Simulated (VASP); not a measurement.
Wanted: the native input for a VASP 6.6.1 run.

```yaml
Task: single point
Functional: PBEsol
Potentials_or_basis: VASP PAW PBE potentials, release 64 (W_sv, S)
Cutoff: 520 eV
k_mesh: 10 × 10 × 2
Occupations: fermi-dirac, width 0.05 eV
Spin: non-collinear spin, zero start, spin-orbit coupling
Starting_moments: "[[0.0, 0.0, 0.0], [0.0, 0.0, 0.0], [0.0, 0.0, 0.0]] μB"
Dipole_correction: no
Further_INCAR_settings: ALGO = Normal; EDIFF = 1e-07; NBANDS = 39
```

The structure of WS2 lies in POSCAR:

```
WS2
1.0
    3.1835163552      0.0000000000      0.0000000000
   -1.5917581776      2.7570060369      0.0000000000
    0.0000000000      0.0000000000     16.9505778900
W S
1 2
Direct
    0.0000000000      0.0000000000      0.0000000000
    0.3333333333      0.6666666667      0.0920005100
    0.3333333333      0.6666666667      0.9079994900
```

The input as run:

INCAR

```
SYSTEM = WS2
ALGO     = Normal         ! electronic algorithm
EDIFF    = 1E-7           ! SCF threshold, eV
ENCUT    = 520            ! plane-wave cutoff, eV
GGA      = PS             ! functional
GGA_COMPAT= .FALSE.      
ISIF     = 2              ! what is computed and relaxed
ISMEAR   = -1             ! smearing method
LASPH    = .TRUE.         ! aspherical terms in the spheres
LCHARG   = .FALSE.        ! write CHGCAR
LMAXMIX  = 4              ! l up to which the mixer works
LORBIT   = 11             ! projections on sites
LORBMOM  = .TRUE.       
LREAL    = .FALSE.        ! projectors in reciprocal space
LSORBIT  = .TRUE.         ! spin-orbit coupling
LWAVE    = .FALSE.        ! write WAVECAR
MAGMOM   = 0 0 0 0 0 0 0 0 0 ! initial moments
NBANDS   = 39             ! bands
NELM     = 150            ! most SCF steps
PREC     = Accurate       ! precision mode
SIGMA    = 0.05           ! smearing width, eV
```

KPOINTS

```
k-points
0
G
  10 10 2
  0 0 0
```

Potentials or basis: VASP PAW PBE potentials, release 64 (W_sv, S).

Run with:

```bash
$ cat potpaw_PBE.64/W_sv/POTCAR potpaw_PBE.64/S/POTCAR > POTCAR
$ mpirun -np 1 vasp_ncl > vasp.out
```

Results of the run:

| Property | Result |
| --- | --- |
| Largest force | 0.081 eV/Å |
| Net moment | 0.00 μB per cell |
| Valence electrons inside the program's atomic spheres | W 12.05; S 3.70 |

Caveat: the PAW data sets were made with another functional, which shifts forces and pressure a little.

Wall time 10 min on 1 thread of Intel(R) Xeon(R) 6975P-C (Granite Rapids), with other jobs on the host, peak memory 0.75 GiB.
